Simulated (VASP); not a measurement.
Input of a VASP 6.6.1 run:

Contents of INCAR:

```
PREC = Accurate
ENCUT = 520
EDIFF = 1E-6
ISMEAR = 0
SIGMA = 0.02
LREAL = False
LASPH = True
NELM = 60
ALGO = Normal
ISIF = 2
LWAVE = False
LCHARG = False
GGA = PS
NBANDS = 35
```

The input KPOINTS:

```
regular mesh
0
Gamma
  6 6 8
```

Contents of POSCAR:

```
SnO2
1.0
    4.5779113380      0.0000000000      0.0000000000
    0.0000000000      4.5792631733      0.0000000000
    0.0000000000      0.0000000000      3.2890666407
Sn O
2 4
Direct
    0.5000000000      0.5000000000      0.5000000000
    0.0000000000      0.0000000000      0.0000000000
    0.3066419769      0.3067650977      0.0000000000
    0.8066419769      0.1932349023      0.5000000000
    0.1933580231      0.8067650977      0.5000000000
    0.6933580231      0.6932349023      0.0000000000
```

Potentials or basis: VASP PAW PBE potentials, release 64 (Sn_d, O).

The run is started by

```console
$ cat potpaw_PBE.64/Sn_d/POTCAR potpaw_PBE.64/O/POTCAR > POTCAR
$ mpirun -np 1 vasp_std > vasp.out
```

(1) What does it give for the pressure?

(2) What does it give for the largest force?

(3) Estimate the band gap on the k mesh.

## Answers

(1) 11.8 GPa.

(2) 0.124 eV/Å.

(3) 1.42 eV.

Caveat: the cell differs from its parent crystal (biaxial strain in the a-b plane: -4.0 %); the cell stands under pressure; the PAW data sets were made with another functional, which shifts forces and pressure a little; spin-orbit coupling is left out, which moves the levels of the heavy elements.
